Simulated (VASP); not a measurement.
# SnO (Pmn2_1) in VASP: relaxation of shape and atoms at fixed volume with PBEsol

Aim: the relaxation of shape and atoms at fixed volume of SnO with PBEsol.

Everything below comes from runs of VASP 6.6.1. Logs are shortened: lines on timing, memory, paths and dates and some standing lists are left out, and cuts for length are marked.

## (1) The cell of the first run

The structure is orthorhombic, space group Pmn2_1 (No. 31). The conventional cell has a = 3.276 Å, b = 5.611 Å, c = 3.766 Å, α = 90.00°, β = 90.00°, γ = 90.00°. Within 2.8 Å of Sn (site symmetry m) lie 3 O at 2.11 to 2.12 Å. O (site symmetry m) has 3 Sn at 2.11 to 2.12 Å and 4 O at 2.83 Å within 2.9 Å.

## (2) Relaxation of shape and atoms at fixed volume, PBEsol (17.31 Å³/atom)

Input file INCAR:

```
PREC     = Accurate       # precision mode
ENCUT    = 600            # plane-wave cutoff, eV
EDIFF    = 1E-7           # SCF threshold, eV
ISMEAR   = 0              # smearing method
SIGMA    = 0.02           # smearing width, eV
LREAL    = F              # projectors in reciprocal space
LASPH    = T              # aspherical terms in the spheres
NELM     = 80             # most SCF steps
ALGO     = Normal         # electronic algorithm
ISIF     = 4              # what is computed and relaxed
LWAVE    = F              # write WAVECAR
LCHARG   = F              # write CHGCAR
GGA      = PS             # functional
IBRION   = 2              # ionic algorithm
NSW      = 50             # ionic steps
EDIFFG   = -0.01          # ionic threshold
```

Input file KPOINTS:

```
regular mesh
0
Gamma
  8 6 8
```

Input file POSCAR:

```
SnO
1.0
    3.2763315492      0.0000000000      0.0000000000
    0.0000000000      5.6113808050      0.0000000000
    0.0000000000      0.0000000000      3.7662011294
Sn O
2 2
Direct
    0.0000000000      0.2366244352      0.5314144123
    0.5000000000      0.7633755648      0.0314144123
    0.0000000000      0.8820102861      0.7185865877
    0.5000000000      0.1179897139      0.2185865877
```

Potentials or basis: VASP PAW PBE potentials, release 64 (Sn_d, O).

Launch:

```sh
$ cat potpaw_PBE.64/Sn_d/POTCAR potpaw_PBE.64/O/POTCAR > POTCAR
$ mpirun -np 1 vasp_std > vasp.out
```

OUTCAR:

```text
PREC = Accurate
   ENCUT = 600
   EDIFF = 1E-7
   ISMEAR = 0
   LREAL = F
   LASPH = T
   NELM = 80
   ISIF = 4
   GGA = PS
   IBRION = 2
   NSW = 50
   EDIFFG = -0.01

 ion  position               nearest neighbor table
   1  0.000  0.237  0.531-   3 2.11   4 2.12   4 2.12   2 3.64   2 3.64   2 3.64   2 3.64
   2  0.500  0.763  0.031-   4 2.11   3 2.12   3 2.12   1 3.64   1 3.64   1 3.64   1 3.64
   3  0.000  0.882  0.719-   1 2.11   2 2.12   2 2.12
   4  0.500  0.118  0.219-   2 2.11   1 2.12   1 2.12

  LATTYP: Found a simple orthorhombic cell.
 ALAT       =     3.2763315492
 B/A-ratio  =     1.1495177069
 C/A-ratio  =     1.7127023687

  Lattice vectors:

 A1 = (  -3.2763315492,   0.0000000000,   0.0000000000)
 A2 = (   0.0000000000,   0.0000000000,   3.7662011294)
 A3 = (   0.0000000000,   5.6113808050,   0.0000000000)

Analysis of symmetry for initial positions (statically):
=====================================================================
 Subroutine PRICEL returns:
 Original cell was already a primitive cell.

 Routine SETGRP: Setting up the symmetry group for a
 simple orthorhombic supercell.

 Subroutine GETGRP returns: Found  4 space group operations
 (whereof  2 operations were pure point group operations)
 out of a pool of  8 trial point group operations.

The static configuration has the point symmetry C_1h.
 The point group associated with its full space group is C_2v.

Analysis of symmetry for dynamics (positions and initial velocities):
=====================================================================
 Subroutine PRICEL returns:
 Original cell was already a primitive cell.

 Routine SETGRP: Setting up the symmetry group for a
 simple orthorhombic supercell.

 Subroutine GETGRP returns: Found  4 space group operations
 (whereof  2 operations were pure point group operations)
 out of a pool of  8 trial point group operations.

The dynamic configuration has the point symmetry C_1h.
 The point group associated with its full space group is C_2v.

 Subroutine INISYM returns: Found  4 space group operations
 (whereof  2 operations are pure point group operations),
 and found     1 'primitive' translations

----------------------------------------------------------------------------------------

[... 111 lines left out ...]
   ISMEAR =     0;   SIGMA  =   0.02  broadening in eV -4-tet -1-fermi 0-gaus
   EFERMI_NEDOS =   21; number of points for ismear=-14 and -15
   IALGO  =     38    algorithm
   IMIX   =      4    mixing-type and parameters
     AMIX     =   0.40;   BMIX     =  1.00
     AMIX_MAG =   1.60;   BMIX_MAG =  1.00
  volume/ion in A,a.u.               =      17.31       116.81
  Fermi-wavevector in a.u.,A,eV,Ry     =   1.363456  2.576558 25.293398  1.859012
  Thomas-Fermi vector in A             =   2.489857
   LORBIT       =      0    0 simple, 1 ext, 2 COOP (PROOUT), +10 PAW based schemes
   GGA     = PS    functional components
   LHFCALC =     F    Hartree Fock is set to
   AEXX    =    0.0000 exact exchange contribution
   IVDW    =     0    specifies the selected vdW correction
   LEPSILON=     F    determine dielectric tensor
   LRPA    =     F    only Hartree local field effects (RPA)
 conjugate gradient relaxation of ions
 non-spin polarized calculation
 Gauss-broadening in eV      SIGMA  =   0.02
  energy-cutoff  :      600.00
  volume of cell :       69.24
 maximum number of plane-waves:      2335
 NGX is ok and might be reduce to    28
   NGX = 13   NGY = 23   NGZ = 15

--------------------------------------- Ionic step        1  -------------------------------------------

 number of electron      40.0000004 magnetization

 Free energy of the ion-electron system (eV)
  ---------------------------------------------------
  ext. energy  EPLUGINS =         0.00000000
  ---------------------------------------------------
  free energy    TOTEN  =       -23.79984715 eV

  energy without entropy =      -23.79984715  energy(sigma->0) =      -23.79984715

------------------------ aborting loop because EDIFF is reached ----------------------------------------

  FORCE on cell =-STRESS in cart. coord.  units (eV):
  Direction    XX          YY          ZZ          XY          YZ          ZX
  --------------------------------------------------------------------------------------
  -------------------------------------------------------------------------------------
  Total        1.8981569      1.8507089      1.3809504      0.0000000      0.0000000      0.0000000
  in kB       43.9219490     42.8240359     31.9541717      0.0000000      0.0000000      0.0000000
  external PRESSURE =      39.5667189 kB  Pullay stress =       0.0000000 kB
[... 95 lines left out ...]
  FREE ENERGIE OF THE ION-ELECTRON SYSTEM (eV)
  ---------------------------------------------------
  free  energy   TOTEN  =       -23.8198170776 eV

  energy  without entropy=      -23.8198170776  energy(sigma->0) =      -23.81981708

[... ionic steps 4 to 11 ...]

--------------------------------------- Ionic step       12  -------------------------------------------

 number of electron      40.0000012 magnetization

------------------------ aborting loop because EDIFF is reached ----------------------------------------
[... 71 lines left out ...]
--------------------------------------- Ionic step       14  -------------------------------------------

 number of electron      40.0000012 magnetization

 Free energy of the ion-electron system (eV)
  ---------------------------------------------------
  ext. energy  EPLUGINS =         0.00000000
  ---------------------------------------------------
  free energy    TOTEN  =       -23.82389456 eV

  energy without entropy =      -23.82389456  energy(sigma->0) =      -23.82389456

 E-fermi :   6.4589     XC(G=0): -10.6045

 val. band max:        6.3786963968   @ k =   0.0000   0.0000   0.0000
 cond. band min:       7.4473449985   @ k =   0.3750   0.5000   0.0000
 fundamental gap:      1.0686486017
 Fermi energy:         6.4588955760

 k-point     1 :       0.0000    0.0000    0.0000
  band No.  band energies     occupation
      1     -14.8760      2.00000
      2     -14.5385      2.00000
      3     -14.4815      2.00000
      4     -14.4017      2.00000
      5     -14.3768      2.00000
      6     -14.3736      2.00000
[... 637 lines left out ...]
     23      11.3680      0.00000
     24      11.5353      0.00000

 [... further k-points ...]
[... 5 lines left out ...]
  --------------------------------------------------------------------------------------
  -------------------------------------------------------------------------------------
  Total        0.4264185      0.4285044      0.4032485      0.0000000      0.0000000      0.0000000
  in kB        9.8670096      9.9152748      9.3308716      0.0000000      0.0000000      0.0000000
  external PRESSURE =       9.7043853 kB  Pullay stress =       0.0000000 kB
[... 19 lines left out ...]
  FREE ENERGIE OF THE ION-ELECTRON SYSTEM (eV)
  ---------------------------------------------------
  free  energy   TOTEN  =       -23.8238945645 eV

  energy  without entropy=      -23.8238945645  energy(sigma->0) =      -23.82389456

 reached required accuracy - stopping structural energy minimisation
```

CONTCAR:

```text
SnO
   1.00000000000000
     3.3139179575880440    0.0000000000000000    0.0000000000000000
     0.0000000000000000    5.6579636954700812    0.0000000000000000
     0.0000000000000000    0.0000000000000000    3.6928289044570333
  Sn              O
     2     2
Direct
     0.0000000000000000    0.2396091536663256    0.5388247445423434
     0.5000000000000000    0.7603908463336745    0.0388247445423433
     0.0000000000000000    0.8788276542260998    0.7111762554576612
     0.5000000000000000    0.1211723457739005    0.2111762554576613

  0.00000000E+00  0.00000000E+00  0.00000000E+00
  0.00000000E+00  0.00000000E+00  0.00000000E+00
  0.00000000E+00  0.00000000E+00  0.00000000E+00
  0.00000000E+00  0.00000000E+00  0.00000000E+00
```

Wall time 39 min (1 thread of Oxide Virtual Turin-like, shared host); peak memory 0.29 GiB.

Results:

* Free energy: -23.8239 eV
* Energy gained by relaxing: 6.0 meV/atom
* Ionic steps: 14
* Pressure after relaxing: 1.0 GPa
* Largest force after relaxing: 0.010 eV/Å
* Band gap on the k mesh: 1.07 eV (least direct gap 1.68 eV)

Forces in eV/Å, atoms in the order of the input:
```
Sn   0.000 -0.009 -0.005
Sn   0.000  0.009 -0.005
O    0.000 -0.002  0.005
O    0.000  0.002  0.005
```

Step by step:
| step | energy change (eV) | largest force (eV/Å) | pressure (GPa) | volume (Å³) |
| --- | --- | --- | --- | --- |
| 1 | 0.0000 | 0.5750 | 3.96 | 69.24 |
| 2 | -0.0198 | 0.0695 | 1.65 | 69.24 |
| 3 | -0.0200 | 0.0649 | 1.45 | 69.24 |
| 4 | -0.0214 | 0.0644 | 1.35 | 69.24 |
| 5 | -0.0221 | 0.0720 | 1.22 | 69.24 |
| 6 | -0.0228 | 0.0257 | 1.08 | 69.24 |
| 7 | -0.0228 | 0.0305 | 1.07 | 69.24 |
| 8 | -0.0231 | 0.0267 | 1.08 | 69.24 |
| 9 | -0.0237 | 0.0215 | 1.10 | 69.24 |
| 10 | -0.0234 | 0.0222 | 1.14 | 69.24 |
| 11 | -0.0238 | 0.0207 | 1.12 | 69.24 |
| 12 | -0.0239 | 0.0314 | 1.03 | 69.24 |
| 13 | -0.0239 | 0.0136 | 1.06 | 69.24 |
| 14 | -0.0240 | 0.0100 | 0.97 | 69.24 |

Final structure:
```
CELL_PARAMETERS angstrom
3.31392 0.00000 0.00000
0.00000 5.65796 0.00000
0.00000 0.00000 3.69283
ATOMIC_POSITIONS crystal
Sn 0.00000 0.23961 0.53882
Sn 0.50000 0.76039 0.03882
O 0.00000 0.87883 0.71118
O 0.50000 0.12117 0.21118
```

Caveat: the PAW data sets were made with another functional, which shifts forces and pressure a little; spin-orbit coupling is left out, which moves the levels of the heavy elements. A k mesh can miss the band edges.
